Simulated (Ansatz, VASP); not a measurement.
# MoRh in VASP and in Ansatz

```
Mo Rh
1.0
     2.79543    0.00000    0.00000
    -1.39772    2.42091    0.00000
     0.00000    0.00000    4.43737
Mo Rh
1 1
Direct
  0.00000 0.00000 0.50000
  0.33333 0.66667 0.00000
```

Alike in both runs: task single point; functional LDA; k mesh 12 × 12 × 7; occupations methfessel-paxton of order 1, width 0.1 eV; no spin polarisation.

|  | VASP | Ansatz |
| --- | --- | --- |
| version | VASP 6.6.1 | Ansatz 0.2.0 |
| potentials or method | VASP PAW LDA potentials, release 64 (Mo_sv, Rh_pv), cutoff 500 eV | plane waves, PAW |
| valence electrons in the cell | 29 | 31 |

|  | VASP | Ansatz | Ansatz less VASP |
| --- | --- | --- | --- |
| pressure (GPa) | -17.0 | -17.9 | -0.93 |
| traceless stress, the component that is largest in VASP (GPa) | 1.87 | 1.83 | -0.039 |

LDA's correlation is that of Perdew and Zunger in VASP and of Perdew and Wang (1992) in Ansatz. VASP's potentials hold 29 valence electrons a cell and Ansatz's 31, so a difference there can come from the potentials and not from the codes. Ansatz's warnings: stress scf threshold loose.
